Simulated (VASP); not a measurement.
The system is Dy4Au.

```xyz
5
Lattice="5.5851 0.0000 0.0000 -2.7925 4.8368 0.0000 0.0000 0.0000 5.1554" Properties=species:S:1:pos:R:3 pbc="T T T"
Dy    2.7925    0.0000    0.0000
Dy   -1.3963    2.4184    0.0000
Dy    1.3963    2.4184    0.0000
Dy    0.0000    0.0000    2.5777
Au    0.0000    0.0000    0.0000
```

The cell was generated, and may not be a known phase.

| Property | Result |
| --- | --- |
| Program | VASP 6.6.1 |
| Task | relaxation of cell and atoms |
| Functional | PBE |
| Potentials or basis | VASP PAW PBE potentials, release 64 (Dy_3, Au), 4f in core |
| Cutoff | 500 eV |
| k mesh | 6 × 6 × 4 |
| Occupations | gaussian, width 0.1 eV |
| Spin | no spin polarisation |

At the start: pressure 21.7 GPa; volume 27.85 Å³/atom.

Task: How do energy, volume and symmetry change on relaxing?

Result: Over 8 steps the energy falls by 563.4 meV/atom and the volume is 36.92 Å³/atom (+32.5 %); space group P6/mmm (No. 191, to 0.1 Å) before and after.

Step by step:
```
step  energy change (eV)  largest force (eV/Å)  pressure (GPa)  volume (Å³)
   1              0.0000                0.0000           21.65       139.27
   2             -1.8670                0.0000           -5.58       228.72
   3             -2.7920                0.0000           -0.41       186.59
   4             -2.7919                0.0000           -0.18       185.56
   5             -2.8141                0.0000            0.09       184.00
   6             -2.8162                0.0000            0.21       183.38
   7             -2.8162                0.0000            0.22       183.33
   8             -2.8168                0.0000           -0.07       184.59
```

Final structure:
```
Dy Au
1.0
     6.34435    0.00000    0.00000
    -3.17217    5.49437    0.00000
     0.00000    0.00000    5.29557
Dy Au
4 1
Direct
  0.50000 0.00000 0.00000
  0.00000 0.50000 0.00000
  0.50000 0.50000 0.00000
  0.00000 0.00000 0.50000
  0.00000 0.00000 0.00000
```

Caveat: the volume moved by over 15 % at a fixed basis, so the end points are rough.
